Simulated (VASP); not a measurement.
A run of VASP 6.6.1:

INCAR

```
SYSTEM = Ge5S
  PREC = Accurate
  ENCUT = 500
  EDIFF = 1E-6
  ISMEAR = 0
  SIGMA = 0.1
  LREAL = .FALSE.
  LASPH = .TRUE.
  NELM = 120
  ALGO = Normal
  ISIF = 2
  LWAVE = .FALSE.
  LCHARG = .FALSE.
  GGA = PE
  NBANDS = 47
  GGA_COMPAT = .FALSE.
```

File KPOINTS:

```
regular mesh
0
G
  8 8 8
  0 0 0
```

POSCAR

```
Ge5S
1.0
    0.0000000000      3.9110353903      3.9110353903
    3.9110353903      0.0000000000      3.9110353903
    3.9110353903      3.9110353903      0.0000000000
Ge S
5 1
Direct
    0.2500000000      0.2500000000      0.2500000000
    0.1246741189      0.6251086270      0.6251086270
    0.6251086270      0.6251086270      0.6251086270
    0.6251086270      0.6251086270      0.1246741189
    0.6251086270      0.1246741189      0.6251086270
    0.0000000000      0.0000000000      0.0000000000
```

Potentials or basis: VASP PAW PBE potentials, release 64 (Ge_d, S).

The run is started by

```sh
$ cat potpaw_PBE.64/Ge_d/POTCAR potpaw_PBE.64/S/POTCAR > POTCAR
$ mpirun -np 1 vasp_std > vasp.out
```

Hardware: 1 thread of Intel(R) Xeon(R) 6975P-C (Granite Rapids) (shared host).

**Question.** How long does it take, and how much memory?

**Answer.** It took 60 s on 1 thread of Intel(R) Xeon(R) 6975P-C (Granite Rapids) (shared host), peak memory 0.29 GiB. Counts: scf iterations 14, k points 29.
